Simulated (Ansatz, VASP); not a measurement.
One calculation of Zr2H3, two programs

```
CELL_PARAMETERS angstrom
3.61700 0.00000 0.00000
-1.80850 3.13242 0.00000
0.00000 0.00000 5.60556
ATOMIC_POSITIONS crystal
Zr 0.33333 0.66667 0.77485
Zr 0.66667 0.33333 0.22515
H 0.50000 0.00000 0.50000
H 0.00000 0.50000 0.50000
H 0.50000 0.50000 0.50000
```

Alike in both runs: functional PBE; k mesh 6 × 6 × 4; occupations gaussian, width 0.1 eV; no spin polarisation.

Ansatz relaxed the structure, and its values are those at the end. VASP's run is a single point on that final structure, the one shown.

```csv
,VASP,Ansatz
version,VASP 6.6.1,Ansatz 0.2.0
potentials or method,"VASP PAW PBE potentials, release 64 (Zr_sv, H), cutoff 520 eV","scalar-relativistic, plane waves, PAW"
valence electrons in the cell,27,27
```

```tsv
	VASP	Ansatz	Ansatz less VASP
gap on the k mesh at the Fermi level (eV)	none	none	-
pressure (GPa)	0.0	0.0	+0.05
rms of the force components (eV/Å)	0.004	0.001	-0.0025
```

A gap of «none» marks a metal or a gap that the smearing closes.
